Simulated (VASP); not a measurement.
Input of a VASP 6.6.1 run:

The input INCAR:

```
  ALGO = Normal
  EDIFF = 1E-6
  ENCUT = 520
  GGA = PE
  ISIF = 2
  ISMEAR = 0
  LASPH = T
  LCHARG = F
  LREAL = F
  LWAVE = F
  NBANDS = 10
  NELM = 60
  PREC = Accurate
  SIGMA = 0.1
```

The input KPOINTS:

```
k-points
0
Gamma
  18 18 18
```

The input POSCAR:

```
Br
1.0
   -1.3944134773      1.6335625245      3.5371662809
    1.3944134773     -1.6335625245      3.5371662809
    1.2381345317      1.5166467472     -3.5371662809
Br
1
Direct
    0.0000000000      0.0000000000      0.0000000000
```

Potentials or basis: VASP PAW PBE potentials, release 64 (Br).

Launch:

```bash
$ cat potpaw_PBE.64/Br/POTCAR > POTCAR
$ mpirun -np 1 vasp_std > vasp.out
```

(1) What does it give for the band gap on the k mesh?

(2) What does it give for the pressure?

## Answers

(1) zero (an odd number of electrons rules out a gap without spin polarisation).

(2) 1.7 GPa.

Caveat: the cell differs from its parent crystal (strained); an odd number of electrons without spin polarisation forces a metal; a magnetic or distorted state may lie lower.
